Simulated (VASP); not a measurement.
Set up this calculation in VASP 6.6.1, as the native input.

| Quantity | Value |
| --- | --- |
| Task | relaxation of cell and atoms |
| Functional | PBE |
| Potentials or basis | VASP PAW PBE potentials, release 64 (Si, B) |
| Cutoff | 600 eV |
| k mesh | 8 × 8 × 12 |
| Occupations | gaussian, width 0.1 eV |
| Spin | no spin polarisation |
| Dipole correction | no |
| Further INCAR settings | ALGO = Fast; EDIFF = 1e-06; IBRION = 2; EDIFFG = -0.01; NSW = 100; ISIF = 3 |

The structure of SiB2 lies in POSCAR:

```
SiB2
1.0
    2.6751994931     -4.4553016780      0.0000000000
    2.6751994931      4.4553016780      0.0000000000
    0.0000000000      0.0000000000      3.0083808653
Si B
2 4
Direct
    0.0000000000      0.5000000000      0.0000000000
    0.5000000000      0.0000000000      0.0000000000
    0.0745796961      0.2597788193      0.5000000000
    0.9254203039      0.7402211807      0.5000000000
    0.2597788193      0.0745796961      0.5000000000
    0.7402211807      0.9254203039      0.5000000000
```

The cell was generated, and may not be a known phase.

These files were run (other wordings do the same):

INCAR

```
PREC = Accurate
ENCUT = 600
EDIFF = 1E-6
ISMEAR = 0
SIGMA = 0.1
LREAL = False
LASPH = True
NELM = 80
ALGO = Fast
ISIF = 3
LWAVE = False
LCHARG = False
GGA = PE
IBRION = 2
NSW = 100
EDIFFG = -0.01
```

KPOINTS

```
regular mesh
0
Gamma
  8 8 12
```

Potentials or basis: VASP PAW PBE potentials, release 64 (Si, B).

Run with:

```sh
$ cat potpaw_PBE.64/Si/POTCAR potpaw_PBE.64/B/POTCAR > POTCAR
$ mpirun -np 1 vasp_std > vasp.out
```

Results of the run:

```json
{"Relaxed volume": "11.06 Å³/atom", "Relaxed cell": "a = 4.151 Å, b = 4.151 Å, c = 3.851 Å, α = 90.00°, β = 90.00°, γ = 90.13°", "Space group after relaxing (to 0.1 Å)": "P4/mmm (No. 123)", "Energy gained by relaxing": "204.1 meV/atom", "Ionic steps": "51", "Pressure after relaxing": "0.0 GPa", "Largest force after relaxing": "0.003 eV/Å", "Band gap on the k mesh": "zero (bands 10 and 11 overlap by 2.77 eV)"}
```

Caveat: a cell axis changed by over 15 % at a fixed basis, so the end point is rough.

Run time: 89 min on 1 thread of Oxide Virtual Turin-like Processor (shared host), peak memory 0.3 GiB.
